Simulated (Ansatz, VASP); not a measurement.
# Two plane-wave programs on SnS2

File INCAR:

```
  PREC = Accurate
  ENCUT = 500
  EDIFF = 1E-6
  ISMEAR = 0
  SIGMA = 0.01
  LREAL = F
  LASPH = T
  NELM = 120
  ALGO = Normal
  ISIF = 2
  LWAVE = F
  LCHARG = F
  GGA = PE
  NBANDS = 20
  GGA_COMPAT = F
```

The input KPOINTS:

```
regular mesh
0
Gamma
  5 5 3
```

The input POSCAR:

```
SnS2
1.0
    3.5456508443      0.0000000000      0.0000000000
   -1.7728254222      3.0706232711      0.0000000000
    0.0000000000      0.0000000000      5.7174716005
Sn S
1 2
Direct
    0.0000000000      0.0000000000      0.0000000000
    0.3333333333      0.6666666667      0.2500000000
    0.6666666667      0.3333333333      0.7500000000
```

Input for Ansatz:

```yaml
crystal:
  lattice:
    - [3.5456508443016896, 0.0, 0.0]
    - [-1.7728254221508448, 3.0706232711426407, 0.0]
    - [0.0, 0.0, 5.7174716005392465]
  atoms:
    - { symbol: Sn, position: [0.0, 0.0, 0.0] }
    - { symbol: S, position: [0.3333333333333333, 0.6666666666666666, 0.25] }
    - { symbol: S, position: [0.6666666666666666, 0.3333333333333333, 0.75] }
basis:
  ecutwfc: 500.0
kpoints:
  mp_grid:
    grid: [5, 5, 3]
hamiltonian:
  xc: pbe
scf:
  occupations:
    method: fixed
output:
  stress: true
```

Alike in both runs: task single point; functional PBE; k mesh 5 × 5 × 3; no spin polarisation.

|  | VASP | Ansatz |
| --- | --- | --- |
| version | VASP 6.6.1 | Ansatz 0.2.0 |
| potentials or method | VASP PAW PBE potentials, release 64 (Sn_d, S), cutoff 500 eV | plane waves, PAW |
| occupations | gaussian, width 0.01 eV | fixed |
| valence electrons in the cell | 26 | 26 |

```csv
,VASP,Ansatz,Ansatz less VASP
pressure (GPa),12.7,12.9,+0.16
"traceless stress, the component that is largest in VASP (GPa)",-0.99,-1.02,-0.035
```
